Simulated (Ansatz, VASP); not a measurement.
## TaGe3Pd2 in VASP and in Ansatz

```
Ta Ge Pd
1.0
     3.20409    0.00000    0.00000
     0.00000    3.20409    0.00000
     0.00000    0.00000    9.70082
Ta Ge Pd
1 3 2
Direct
  0.50000 0.50000 0.00000
  0.00000 0.00000 0.83907
  0.00000 0.00000 0.16093
  0.00000 0.00000 0.50000
  0.50000 0.50000 0.32482
  0.50000 0.50000 0.67518
```

Change from the starting cell: species swapped into the Li3Tl2Cd type (P4/mmm, No. 123).

Alike in both runs: task single point; functional PBE; k mesh 6 × 6 × 2; occupations gaussian, width 0.1 eV; no spin polarisation.

```csv
,VASP,Ansatz
version,VASP 6.6.1,Ansatz 0.2.0
potentials or method,"VASP PAW PBE potentials, release 64 (Ta_pv, Ge_d, Pd), cutoff 520 eV","scalar-relativistic, plane waves, PAW"
valence electrons in the cell,73,91
```

Ansatz gave:

| Property | Result |
| --- | --- |
| gap on the k mesh at the Fermi level (eV) | none |
| pressure (GPa) | -2.3 |
| traceless stress, the component that is largest in VASP (GPa) | -1.19 |
| rms of the force components (eV/Å) | 0.086 |

Question: Estimate VASP's values.

Answer: gap on the k mesh at the Fermi level (eV): none; pressure (GPa): -2.3; traceless stress, the component that is largest in VASP (GPa): -1.16; rms of the force components (eV/Å): 0.091.

Atom by atom the forces differ by 0.005 eV/Å (rms over components). A gap of «none» marks a metal or a gap that the smearing closes. VASP's potentials hold 73 valence electrons a cell and Ansatz's 91, so a difference there can come from the potentials and not from the codes.

Neither program's run includes spin-orbit coupling.
